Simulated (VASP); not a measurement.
Input of a VASP 6.6.1 run:

Contents of INCAR:

```
PREC = Accurate ; ENCUT = 520
EDIFF = 1E-7 ; ISMEAR = 0
SIGMA = 0.05 ; LREAL = False
LASPH = True ; NELM = 100
ALGO = Normal ; ISIF = 2
LWAVE = False ; LCHARG = True
LELF = True ; LVHAR = True
NBANDS = 11
```

KPOINTS

```
regular mesh
0
Gamma
  12 12 12
```

File POSCAR:

```
C
1.0
    0.0000000000      1.6801273193      1.7631256089
    1.6801273193      0.0000000000      1.7631256089
    1.6801273193      1.6801273193      0.0000000000
C
2
Direct
    0.5000000000      0.5000000000      0.5000000000
    0.7500000000      0.7500000000      0.7500000000
```

Potentials or basis: VASP PAW LDA potentials, release 64 (C).

Command:

```console
$ cat potpaw_LDA.64/C/POTCAR > POTCAR
$ mpirun -np 1 vasp_std > vasp.out
```

(1) Predict the band gap on the k mesh.

(2) Estimate the pressure.

Answers

(1) 3.80 eV, indirect (least direct gap 5.45 eV).

(2) 58.9 GPa.
